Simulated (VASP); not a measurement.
Crystal: C.

```
CELL_PARAMETERS angstrom
0.00000 1.76589 1.76589
1.76589 0.00000 1.76589
1.76589 1.76589 0.00000
ATOMIC_POSITIONS crystal
C 0.50000 0.50000 0.50000
C 0.75000 0.75000 0.75000
```

Base run:

- Program: VASP 6.6.1
- Functional: LDA
- Potentials or basis: VASP PAW LDA potentials, release 64 (C)
- Cutoff: 520 eV
- k mesh: 13 × 13 × 13
- Occupations: fermi-dirac, width 0.05 eV
- Spin: no spin polarisation

Its results: band gap on the k mesh 4.18 eV, indirect (least direct gap 5.63 eV); pressure 1.6 GPa.

Problem. The run is repeated on the same cell with these changes: potentials or basis from VASP PAW LDA potentials, release 64 (C) to VASP PAW LDA potentials, release 64 (C_h); cutoff from 520 eV to 910 eV. What comes out?

Solution. Band gap on the k mesh 4.18 eV, indirect (least direct gap 5.63 eV); pressure 0.6 GPa.

Caveats: the cutoff is under 1.25 times the usual one of these potentials, so pressure, stress and relaxed cells hold a basis-set (Pulay) error (some runs).

A k mesh can miss the band edges.
